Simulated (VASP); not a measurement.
A run of VASP 6.6.1 is set up as follows.

Contents of INCAR:

```
  PREC = Accurate
  ENCUT = 520
  EDIFF = 1E-6
  ISMEAR = -1
  SIGMA = 0.05
  LREAL = False
  LASPH = True
  NELM = 80
  ALGO = Normal
  ISIF = 2
  LWAVE = False
  LCHARG = False
  GGA = PS
  NBANDS = 17
```

File KPOINTS:

```
regular mesh
0
Gamma
  7 7 7
```

File POSCAR:

```
SnTe
1.0
    0.0000000000      3.6819707652      3.6819707652
    3.6819707652      0.0000000000      3.6819707652
    3.6819707652      3.6819707652      0.0000000000
Te Sn
1 1
Direct
    0.2500000000      0.2500000000      0.2500000000
    0.0000000000      0.0000000000      0.0000000000
```

Potentials or basis: VASP PAW PBE potentials, release 64 (Te, Sn_d).

The run is started by

```sh
$ cat potpaw_PBE.64/Te/POTCAR potpaw_PBE.64/Sn_d/POTCAR > POTCAR
$ mpirun -np 1 vasp_std > vasp.out
```

Problem. Predict the band gap on the k mesh.

Solution. 0.41 eV, indirect (least direct gap 0.85 eV).

Problem. Predict the pressure.

Solution. -2.5 GPa.

Caveat: the PAW data sets were made with another functional, which shifts forces and pressure a little; spin-orbit coupling is left out, which moves the levels of the heavy elements. A k mesh can miss the band edges.
